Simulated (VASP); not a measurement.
A run of VASP 6.6.1 is set up as follows.

The input POSCAR:

```
AlGaN2
1.0
    3.1384692830      0.0000000000      0.0000000000
    0.0000000000      3.1384692830      0.0000000000
    0.0000000000      0.0000000000      4.4227212057
Al Ga N
1 1 2
Direct
    0.5000000000      0.5000000000      0.5000000000
    0.0000000000      0.0000000000      0.0000000000
    0.5000000000      0.0000000000      0.7390927671
    0.0000000000      0.5000000000      0.2609072329
```

Contents of INCAR.step1:

```
SYSTEM = AlGaN2
  PREC = Accurate
  ENCUT = 500
  EDIFF = 1E-8
  ISMEAR = 0
  SIGMA = 0.01
  LREAL = .False.
  LASPH = .True.
  NELM = 100
  ALGO = Normal
  LWAVE = .True.
  LCHARG = .False.
  METAGGA = R2SCAN
  LMIXTAU = .True.
```

Contents of INCAR.step2:

```
SYSTEM = AlGaN2
  PREC = Accurate
  ENCUT = 500
  EDIFF = 1E-8
  ISMEAR = 0
  SIGMA = 0.01
  LREAL = .False.
  LASPH = .True.
  NELM = 1
  ALGO = Exact
  LWAVE = .True.
  LCHARG = .False.
  METAGGA = R2SCAN
  LMIXTAU = .True.
  NBANDS = 83
  LOPTICS = .True.
  ISTART = 1
```

The input INCAR.step3:

```
SYSTEM = AlGaN2
  PREC = Accurate
  ENCUT = 500
  EDIFF = 1E-8
  ISMEAR = 0
  SIGMA = 0.01
  LREAL = .False.
  LASPH = .True.
  ALGO = EVGW0
  LWAVE = .False.
  LCHARG = .False.
  METAGGA = R2SCAN
  LMIXTAU = .True.
  NELMGW = 1
  NBANDS = 83
  ENCUTGW = 80.0
  NOMEGA = 48
  PRECFOCK = Fast
  ISTART = 1
  NBANDSGW = 21
```

Contents of KPOINTS:

```
Automatic mesh
0
Gamma
  4 4 4
  0 0 0
```

Potentials or basis: VASP PAW PBE potentials, release 64 (Al_GW, Ga_d_GW, N_GW).

Command:

```sh
$ cat potpaw_PBE.64/Al_GW/POTCAR potpaw_PBE.64/Ga_d_GW/POTCAR potpaw_PBE.64/N_GW/POTCAR > POTCAR
$ cp INCAR.step1 INCAR
$ mpirun -np 1 vasp_std > vasp.out
$ cp INCAR.step2 INCAR
$ mpirun -np 1 vasp_std > vasp.out
$ cp INCAR.step3 INCAR
$ mpirun -np 1 vasp_std > vasp.out
```

Problem. Predict the quasiparticle gap.

Solution. 4.35 eV.

Problem. Predict the least direct quasiparticle gap.

Solution. 4.37 eV.

Problem. Predict the least direct gap of the starting levels on the mesh.

Solution. 3.36 eV.

Problem. Predict the band gap of the starting levels on the mesh.

Solution. 3.36 eV.

Caveat: the k points lie up to 0.50 Å⁻¹ apart; bands, screening cutoff and mesh are small and nothing is extrapolated, so the quasiparticle values aren't converged.
